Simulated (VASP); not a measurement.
# Lu: single point with r2SCAN0

Lu:

```
Lu
1.0
    -1.95411    1.95411    1.95411
     1.95411   -1.95411    1.95411
     1.95411    1.95411   -1.95411
Lu
1
Direct
  0.00000 0.00000 0.00000
```

This isn't the form of Lu at room conditions, which is hcp.

| Item | Value |
| --- | --- |
| Program | VASP 6.6.1 |
| Task | single point |
| Functional | r2SCAN0 |
| Potentials or basis | VASP PAW PBE potentials, release 64 (Lu) |
| Cutoff | 580 eV |
| k mesh | 7 × 7 × 7 |
| Occupations | methfessel-paxton, width 0.01 eV |
| Spin | no spin polarisation |

```json
{
  "Pressure": "1.0 GPa",
  "Band gap on the k mesh": "zero (an odd number of electrons rules out a gap without spin polarisation)"
}
```

Levels at points of the mesh, in eV from the Fermi level:
```
           k point  band 9  band 10  band 11  band 12  band 13  band 14  band 15  band 16
(0.00, 0.00, 0.00)   -8.56    -8.56    -8.54    -7.45     3.67     3.67     3.67     5.83
```

Run time: 81 min on 4 MPI ranks on AMD EPYC 7571, on a shared host, peak memory 0.16 GiB a rank.

Caveat: the PAW data sets were made with another functional, which shifts forces and pressure a little; spin-orbit coupling is left out, which moves the levels of the heavy elements.
